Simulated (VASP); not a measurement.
Set up this calculation in VASP 6.6.1, as the native input.

```yaml
Task: single point
Functional: LDA
Potentials_or_basis: VASP PAW LDA potentials, release 64 (B, As)
Cutoff: 500 eV
k_mesh: 10 × 10 × 10
Occupations: gaussian, width 0.01 eV
Spin: no spin polarisation
Dipole_correction: no
Further_INCAR_settings: ALGO = Normal; EDIFF = 1e-06; NBANDS = 11
```

The structure of BAs lies in POSCAR:

```
BAs
1.0
    0.0000000000      2.2956829298      2.2956829298
    2.2956829298      0.0000000000      2.2956829298
    2.2956829298      2.2956829298      0.0000000000
B As
1 1
Direct
    0.0000000000      0.0000000000      0.0000000000
    0.7500000000      0.7500000000      0.7500000000
```

One way to write it, as run:

INCAR

```
SYSTEM = BAs
ALGO = Normal
EDIFF = 1E-6
ENCUT = 500
GGA_COMPAT = .FALSE.
ISIF = 2
ISMEAR = 0
LASPH = .TRUE.
LCHARG = .FALSE.
LREAL = .FALSE.
LWAVE = .FALSE.
NBANDS = 11
NELM = 120
PREC = Accurate
SIGMA = 0.01
```

KPOINTS

```
k-points
0
G
  10 10 10
  0 0 0
```

Potentials or basis: VASP PAW LDA potentials, release 64 (B, As).

Launch:

```console
$ cat potpaw_LDA.64/B/POTCAR potpaw_LDA.64/As/POTCAR > POTCAR
$ mpirun -np 1 vasp_std > vasp.out
```

Results of the run:

| Item | Value |
| --- | --- |
| Pressure | 17.4 GPa |
| Band gap on the k mesh | 1.01 eV (least direct gap 3.41 eV) |

Caveat: the cell stands under pressure.

Wall time 3.6 s on 1 thread of Intel(R) Xeon(R) 6975P-C (Granite Rapids), with other jobs on the host, peak memory 0.13 GiB.
